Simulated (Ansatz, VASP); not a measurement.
# One calculation of FeNi3, two programs

Contents of INCAR:

```
SYSTEM = FeNi3
PREC = Accurate ; ENCUT = 600
EDIFF = 1E-7 ; ISMEAR = 0
SIGMA = 0.1 ; LREAL = .False.
LASPH = .True. ; NELM = 150
ALGO = Fast ; ISIF = 3
LWAVE = .False. ; LCHARG = .False.
ISPIN = 2 ; MAGMOM = 3.18 0.78 0.78 0.78
LORBIT = 11 ; LMAXMIX = 4
GGA = PE ; IBRION = 2
NSW = 90 ; EDIFFG = -0.04
```

File KPOINTS:

```
regular mesh
0
Gamma
  6 6 6
  0 0 0
```

The input POSCAR:

```
FeNi3
1.0
    3.5104168167      0.0000000000      0.0000000000
    0.0000000000      3.5104168167      0.0000000000
    0.0000000000      0.0000000000      3.5104168167
Fe Ni
1 3
Direct
    0.0000000000      0.0000000000      0.0000000000
    0.0000000000      0.5000000000      0.5000000000
    0.5000000000      0.5000000000      0.0000000000
    0.5000000000      0.0000000000      0.5000000000
```

Input for Ansatz:

```yaml
crystal:
  lattice:
    - [3.5104168167, 0.0, 0.0]
    - [0.0, 3.5104168167, 0.0]
    - [0.0, 0.0, 3.5104168167]
  atoms:
    - { symbol: Fe, position: [0.0, 0.0, 0.0], spin: 3.18 }
    - { symbol: Ni, position: [0.0, 0.5, 0.5], spin: 0.78 }
    - { symbol: Ni, position: [0.5, 0.5, 0.0], spin: 0.78 }
    - { symbol: Ni, position: [0.5, 0.0, 0.5], spin: 0.78 }
basis:
  ecutwfc: 420
kpoints:
  mp_grid: { grid: [6, 6, 6] }
hamiltonian:
  xc: pbe
scf:
  occupations: { method: gaussian, width: 0.1 }
  lower_state_search: "off"
output:
  forces: true
  stress: true
  eigenvalues: true
  populations: true
magnetization:
  spin_polarized: true
relax:
  adjacent_minimum: "off"
  f_tol: 0.04
  max_steps: 70
  cell: { stress_tol: 0.4 }
```

Alike in both runs: task relaxation of cell and atoms; functional PBE; k mesh 6 × 6 × 6; occupations gaussian, width 0.1 eV; collinear spin.

|  | VASP | Ansatz |
| --- | --- | --- |
| version | VASP 6.6.1 | Ansatz 0.2.0 |
| potentials or method | VASP PAW PBE potentials, release 64 (Fe, Ni), cutoff 600 eV | scalar-relativistic, plane waves, PAW |
| valence electrons in the cell | 38 | 70 |

|  | VASP | Ansatz | Ansatz less VASP |
| --- | --- | --- | --- |
| gap on the k mesh at the Fermi level, each at its own relaxed structure (eV) | none | none | - |
| net moment per atom (μB) | 1.22 | 1.22 | +0.005 |
| size of the moment on the site where the two differ most (μB) | 0.66 | 0.71 | +0.048 |
| relaxed volume (Å³/atom) | 11.13 | 11.13 | +0.001 |
| relaxed cell length with the largest relative difference (Å) | 3.544 | 3.544 | +0.0001 |

Site moments also hang on the region over which each program counts them. A gap of «none» marks a metal or a gap that the smearing closes. VASP's potentials hold 38 valence electrons a cell and Ansatz's 70, so a difference there can come from the potentials and not from the codes.
